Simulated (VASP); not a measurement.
# O (P-1) in VASP: notebook

Runs on O. Level: PBE. Tasks: single point.

Program: VASP 6.6.1. These are calculated values, not measurements. Logs are shortened: lines on timing, memory, paths and dates and some standing lists are left out, and cuts for length are marked.

## (1) The cell of the first run

The typed cell holds 2 atoms: a = 3.301 Å, b = 3.301 Å, c = 4.363 Å, α = 118.30°, β = 118.30°, γ = 60.49°.

## (2) Single point, PBE

INCAR

```
  PREC = Accurate
  ENCUT = 520
  EDIFF = 1E-7
  ISMEAR = -1
  SIGMA = 0.025
  LREAL = False
  LASPH = True
  NELM = 100
  ALGO = Normal
  ISIF = 2
  LWAVE = False
  LCHARG = False
  GGA = PE
  NBANDS = 13
```

KPOINTS

```
regular mesh
0
Gamma
  6 6 4
```

POSCAR

```
O
1.0
    2.8514028533     -1.6624159400      0.0000000000
    2.8514028533      1.6624159400      0.0000000000
   -2.3944914034      0.0000000000      3.6470501824
O
2
Direct
    0.9756730000      0.9677890000      0.8414290000
    0.0338460000      0.0166210000      0.1552170000
```

Potentials or basis: VASP PAW PBE potentials, release 64 (O).

On the command line:

```bash
$ cat potpaw_PBE.64/O/POTCAR > POTCAR
$ mpirun -np 1 vasp_std > vasp.out
```

OUTCAR:

```text
PREC = Accurate
   ENCUT = 520
   EDIFF = 1E-7
   ISMEAR = -1
   LREAL = False
   LASPH = True
   NELM = 100
   ISIF = 2
   GGA = PE

 ion  position               nearest neighbor table
   1  0.976  0.968  0.841-   2 1.23
   2  0.034  0.017  0.155-   1 1.23

  LATTYP: Found a base centered monoclinic cell.
 ALAT       =     5.7028057066
 B/A-ratio  =     0.5830168607
 C/A-ratio  =     0.7650377976
 COS(beta)  =    -0.5488350190

  Lattice vectors:

 A1 = (   2.8514028533,  -1.6624159400,   0.0000000000)
 A2 = (   2.8514028533,   1.6624159400,   0.0000000000)
 A3 = (  -2.3944914034,   0.0000000000,   3.6470501824)

Analysis of symmetry for initial positions (statically):
=====================================================================
 Subroutine PRICEL returns:
 Original cell was already a primitive cell.

 Routine SETGRP: Setting up the symmetry group for a
 base centered monoclinic supercell.

 Subroutine GETGRP returns: Found  2 space group operations
 (whereof  1 operations were pure point group operations)
 out of a pool of  4 trial point group operations.

The static configuration has the point symmetry C_1 .
 The point group associated with its full space group is S_2 .

Analysis of symmetry for dynamics (positions and initial velocities):
=====================================================================
 Subroutine PRICEL returns:
 Original cell was already a primitive cell.

 Routine SETGRP: Setting up the symmetry group for a
 base centered monoclinic supercell.

 Subroutine GETGRP returns: Found  2 space group operations
 (whereof  1 operations were pure point group operations)
 out of a pool of  4 trial point group operations.

The dynamic configuration has the point symmetry C_1 .
 The point group associated with its full space group is S_2 .

 Subroutine INISYM returns: Found  2 space group operations
 (whereof  1 operations are pure point group operations),
 and found     1 'primitive' translations

----------------------------------------------------------------------------------------

                                     Primitive cell

  volume of cell :      34.5756

  direct lattice vectors                    reciprocal lattice vectors
     2.851402853 -1.662415940  0.000000000     0.175352283 -0.300767087  0.115128532
     2.851402853  1.662415940  0.000000000     0.175352283  0.300767087  0.115128532
    -2.394491403  0.000000000  3.647050182     0.000000000  0.000000000  0.274194198

  length of vectors
     3.300624939  3.300624939  4.362861918     0.366693118  0.366693118  0.274194198

  position of ions in fractional coordinates (direct lattice)
     0.975673000  0.967789000  0.841429000
     0.033846000  0.016621000  0.155217000

  ion indices of the primitive-cell ions
   primitive index   ion index
                 1           1
                 2           2

----------------------------------------------------------------------------------------

 KPOINTS: regular mesh

Automatic generation of k-mesh.
 Grid dimensions read from file:
 generate k-points for:    6    6    4

 Generating k-lattice:

  Cartesian coordinates                     Fractional coordinates (reciprocal lattice)
     0.029225380 -0.050127848  0.019188089     0.166666667  0.000000000  0.000000000
     0.029225380  0.050127848  0.019188089     0.000000000  0.166666667  0.000000000
     0.000000000  0.000000000  0.068548550     0.000000000  0.000000000  0.250000000

  Length of vectors
     0.061115520  0.061115520  0.068548550

  Shift w.r.t. Gamma in fractional coordinates (k-lattice)
     0.000000000  0.000000000  0.000000000

 Subroutine IBZKPT returns following result:
 ===========================================

 Found     76 irreducible k-points:

 Following reciprocal coordinates:
            Coordinates               Weight
  0.000000  0.000000  0.000000      1.000000
  0.166667  0.000000  0.000000      2.000000
  0.000000 -0.166667  0.000000      2.000000
  0.333333  0.000000  0.000000      2.000000
  0.000000 -0.333333  0.000000      2.000000
  0.500000  0.000000  0.000000      1.000000
[... 16 lines left out ...]
  0.000000 -0.166667 -0.250000      2.000000
  0.333333  0.000000  0.250000      2.000000
 [... further k-points ...]
   k-points           NKPTS =     76   k-points in BZ     NKDIM =     76   number of bands    NBANDS=     13
   number of dos      NEDOS =    301   number of ions     NIONS =      2
   total plane-waves  NPLWV =  25088
   dimension x,y,z NGX =    28 NGY =   28 NGZ =   32
   dimension x,y,z NGXF=    56 NGYF=   56 NGZF=   64
   ions per type =               2
   NGX,Y,Z   is equivalent  to a cutoff of  14.10, 14.10, 12.19 a.u.
   NGXF,Y,Z  is equivalent  to a cutoff of  28.21, 28.21, 24.39 a.u.
 SYSTEM =  unknown system
   PREC   = accura    normal or accurate (medium, high low for compatibility)
   ISTART =      0    job   : 0-new  1-cont  2-samecut
   ICHARG =      2    charge: 1-file 2-atom 10-const
   ISPIN  =      1    spin polarized calculation?
   LNONCOLLINEAR =      F non collinear calculations
   LSORBIT =      F    spin-orbit coupling
   LASPH  =      T    aspherical Exc in radial PAW
   ENCUT  =  520.0 eV  38.22 Ry    6.18 a.u.   6.14  6.14  8.11*2*pi/ulx,y,z
   NELM   =    100;   NELMIN=  2; NELMDL= -5     # of ELM steps
   EDIFF  = 0.1E-06   stopping-criterion for ELM
   LREAL  =      F    real-space projection
   EDIFFG = 0.1E-05   stopping-criterion for IOM
   NSW    =      0    number of steps for IOM
   IBRION =     -1    ionic relax: 0-MD 1-quasi-New 2-CG
   NFREE  =      0    steps in history (QN), initial steepest desc. (CG)
   ISIF   =      2    stress and relaxation
   ISYM   =      2    0-nonsym 1-usesym 2-fastsym
   POTIM  = 0.5000    time-step for ionic-motion
   TEBEG  =    0.0;   TEEND  =   0.0 temperature during run
   PSTRESS=    0.0 pullay stress
   NELECT =      12.0000    total number of electrons
   NUPDOWN=      -1.0000    fix difference up-down
   EMIN   =  10.00;   EMAX   =-10.00  energy-range for DOS
   EFERMI =   0.00;   METHOD = LEGACY
   ISMEAR =    -1;   SIGMA  =   0.03  broadening in eV -4-tet -1-fermi 0-gaus
   EFERMI_NEDOS =   21; number of points for ismear=-14 and -15
   IALGO  =     38    algorithm
   IMIX   =      4    mixing-type and parameters
     AMIX     =   0.40;   BMIX     =  1.00
     AMIX_MAG =   1.60;   BMIX_MAG =  1.00
  volume/ion in A,a.u.               =      17.29       116.66
  Fermi-wavevector in a.u.,A,eV,Ry     =   1.150479  2.174089 18.008688  1.323601
  Thomas-Fermi vector in A             =   2.287142
   LORBIT       =      0    0 simple, 1 ext, 2 COOP (PROOUT), +10 PAW based schemes
   GGA     = PE    functional components
   LHFCALC =     F    Hartree Fock is set to
   AEXX    =    0.0000 exact exchange contribution
   IVDW    =     0    specifies the selected vdW correction
   LEPSILON=     F    determine dielectric tensor
   LRPA    =     F    only Hartree local field effects (RPA)
 non-spin polarized calculation
  energy-cutoff  :      520.00
  volume of cell :       34.58
 maximum number of plane-waves:       958
 NGX is ok and might be reduce to    28
   NGX = 13   NGY = 13   NGZ = 17

 number of electron      11.9999998 magnetization

 Free energy of the ion-electron system (eV)
  ---------------------------------------------------
  ext. energy  EPLUGINS =         0.00000000
  ---------------------------------------------------
  free energy    TOTEN  =        -9.05417740 eV

  energy without entropy =       -9.03969980  energy(sigma->0) =       -9.04693860

 E-fermi :  -1.8777     XC(G=0):  -7.4506

 val. band max:       -1.8796538637   @ k =  -0.3333   0.3333   0.0000
 cond. band min:      -1.8666921506   @ k =   0.5000   0.0000   0.2500
 fundamental gap:      0.0129617131
 Fermi energy:        -1.8777460155

 k-point     1 :       0.0000    0.0000    0.0000
  band No.  band energies     occupation
      1     -28.2228      2.00000
      2     -15.6652      2.00000
      3      -9.6236      2.00000
      4      -8.0493      2.00000
      5      -8.0096      2.00000
      6      -1.9697      1.95066
      7      -1.7101      0.00244
      8       4.8798      0.00000
      9       8.4006      0.00000
     10      12.4569      0.00000
     11      13.6277      0.00000
     12      16.2838      0.00000
     13      17.2714      0.00000

 k-point     2 :       0.1667    0.0000    0.0000
  band No.  band energies     occupation
      1     -28.1951      2.00000
      2     -15.6741      2.00000
      3      -9.5694      2.00000
      4      -8.2558      2.00000
      5      -8.0574      2.00000
      6      -1.9488      1.88989
      7      -1.8015      0.09056
      8       5.4611      0.00000
      9       8.3709      0.00000
     10      11.9777      0.00000
     11      13.9458      0.00000
     12      15.1680      0.00000
     13      16.3917      0.00000

 k-point     3 :       0.0000   -0.1667    0.0000
  band No.  band energies     occupation
      1     -28.1951      2.00000
      2     -15.6734      2.00000
      3      -9.5732      2.00000
      4      -8.2568      2.00000
      5      -8.0584      2.00000
      6      -1.9407      1.85066
      7      -1.8000      0.08554
      8       5.4632      0.00000
      9       8.3729      0.00000
     10      11.9720      0.00000
     11      13.8881      0.00000
     12      15.1949      0.00000
     13      16.4238      0.00000

 k-point     4 :       0.3333    0.0000    0.0000
  band No.  band energies     occupation
      1     -28.1397      2.00000
      2     -15.6905      2.00000
      3      -9.4152      2.00000
      4      -8.7166      2.00000
      5      -8.1326      2.00000
      6      -2.0725      1.99917
      7      -1.8132      0.14065
      8       6.8623      0.00000
      9       8.3477      0.00000
     10      11.2386      0.00000
     11      12.3530      0.00000
     12      14.5203      0.00000
     13      16.5477      0.00000

 k-point     5 :       0.0000   -0.3333    0.0000
  band No.  band energies     occupation
      1     -28.1394      2.00000
      2     -15.6887      2.00000
      3      -9.4247      2.00000
      4      -8.7213      2.00000
      5      -8.1349      2.00000
      6      -2.0576      1.99850
      7      -1.8013      0.08993
      8       6.8837      0.00000
      9       8.3411      0.00000
     10      11.2066      0.00000
     11      12.3142      0.00000
     12      14.5453      0.00000
     13      16.5788      0.00000
[... 257 lines left out ...]
 k-point    22 :       0.1667    0.0000    0.2500
  band No.  band energies     occupation
      1     -28.1747      2.00000
      2     -15.9297      2.00000
      3      -9.0739      2.00000
      4      -8.3374      2.00000
      5      -8.0995      2.00000
      6      -1.8517      0.52180
      7      -1.6736      0.00057
      8       5.5289      0.00000
      9       7.6187      0.00000
     10       9.9937      0.00000
     11      13.4479      0.00000
     12      16.7311      0.00000
     13      18.3814      0.00000

 k-point    23 :       0.0000   -0.1667   -0.2500
  band No.  band energies     occupation
      1     -28.1746      2.00000
      2     -15.9275      2.00000
      3      -9.0854      2.00000
      4      -8.3360      2.00000
      5      -8.0996      2.00000
      6      -1.8352      0.30897
      7      -1.6784      0.00069
      8       5.5569      0.00000
      9       7.6057      0.00000
     10       9.9581      0.00000
     11      13.4561      0.00000
     12      16.7005      0.00000
     13      18.3992      0.00000

 k-point    24 :       0.3333    0.0000    0.2500
  band No.  band energies     occupation
      1     -28.1266      2.00000
      2     -15.8656      2.00000
      3      -8.9786      2.00000
      4      -8.8042      2.00000
      5      -8.1892      2.00000
      6      -2.0239      1.99424
      7      -1.7940      0.06786
      8       6.5530      0.00000
      9       8.6371      0.00000
     10      10.0708      0.00000
     11      11.0910      0.00000
     12      16.7117      0.00000
     13      17.3598      0.00000

 [... further k-points ...]
[... 5 lines left out ...]
  --------------------------------------------------------------------------------------
  -------------------------------------------------------------------------------------
  Total        0.0412920     -0.7461709     -0.0899761      0.0061135     -0.0046442      0.0307535
  in kB        1.9134046    -34.5763300     -4.1693439      0.2832899     -0.2152025      1.4250668
  external PRESSURE =     -12.2774231 kB  Pullay stress =       0.0000000 kB

 VOLUME and BASIS-vectors are now :
 -----------------------------------------------------------------------------
  energy-cutoff  :      520.00
  volume of cell :       34.58
      direct lattice vectors                 reciprocal lattice vectors
     2.851402853 -1.662415940  0.000000000     0.175352283 -0.300767087  0.115128532
     2.851402853  1.662415940  0.000000000     0.175352283  0.300767087  0.115128532
    -2.394491403  0.000000000  3.647050182     0.000000000  0.000000000  0.274194198

 POSITION                                       TOTAL-FORCE (eV/Angst)
 -----------------------------------------------------------------------------------
      3.52680     -0.01311      3.06873        -0.042221     -0.005914     -0.447724
     -0.22776     -0.02864      0.56608         0.042221      0.005914      0.447724
 -----------------------------------------------------------------------------------
    total drift:                                0.000003      0.000011      0.000010

  FREE ENERGIE OF THE ION-ELECTRON SYSTEM (eV)
  ---------------------------------------------------
  free  energy   TOTEN  =        -9.0541774025 eV

  energy  without entropy=       -9.0396998009  energy(sigma->0) =       -9.04693860
```

Run time: 17 s. Hardware: 1 thread of Intel Xeon Platinum 8488C (Sapphire Rapids), shared host; peak memory 0.16 GiB.

What came out:

```
Free energy            : -9.0542 eV
Pressure               : -1.2 GPa
Largest force          : 0.450 eV/Å
Band gap on the k mesh : zero (band 6 reaches -1.75 eV, above the bottom of band 7 at -2.01 eV)
```

Forces on the atoms (eV/Å):
```
O   -0.042 -0.006 -0.448
O    0.042  0.006  0.448
```

Stress tensor (GPa, compression positive):
```
 0.19  0.03  0.14
 0.03 -3.46 -0.02
 0.14 -0.02 -0.42
```

Caveat: the k points lie up to 0.43 Å⁻¹ apart; the standard files for N, O and F lose accuracy on very short bonds; spin is off for a triplet molecule.

(Continued in part 2 of 2.)
